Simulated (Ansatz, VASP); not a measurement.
# Re in VASP and in Ansatz

```
Re
1.0
     2.73792    0.00000    0.00000
    -1.36896    2.37111    0.00000
     0.00000    0.00000    4.48422
Re
2
Direct
  0.33333 0.66667 0.21749
  0.66667 0.33333 0.78251
```

Change from the starting cell: mode 4 frozen in at -0.146 Å, equal normal strain along x and y -0.0133.

Alike in both runs: task single point; functional PBE; k mesh 18 × 18 × 10; occupations gaussian, width 0.15 eV; no spin polarisation.

|  | VASP | Ansatz |
| --- | --- | --- |
| version | VASP 6.6.1 | Ansatz 0.2.0 |
| potentials or method | VASP PAW PBE potentials, release 64 (Re), cutoff 520 eV | scalar-relativistic, plane waves, PAW |
| valence electrons in the cell | 14 | 30 |

```csv
,VASP,Ansatz,Ansatz less VASP
gap on the k mesh at the Fermi level (eV),none,none,-
pressure (GPa),25.2,25.5,+0.30
"traceless stress, the component that is largest in VASP (GPa)",4.03,4.44,+0.405
rms of the force components (eV/Å),2.232,2.299,+0.0663
```

Atom by atom the forces differ by 0.066 eV/Å (rms over components). A gap of «none» marks a metal or a gap that the smearing closes. VASP's potentials hold 14 valence electrons a cell and Ansatz's 30, so a difference there can come from the potentials and not from the codes.

Spin-orbit coupling is off throughout.
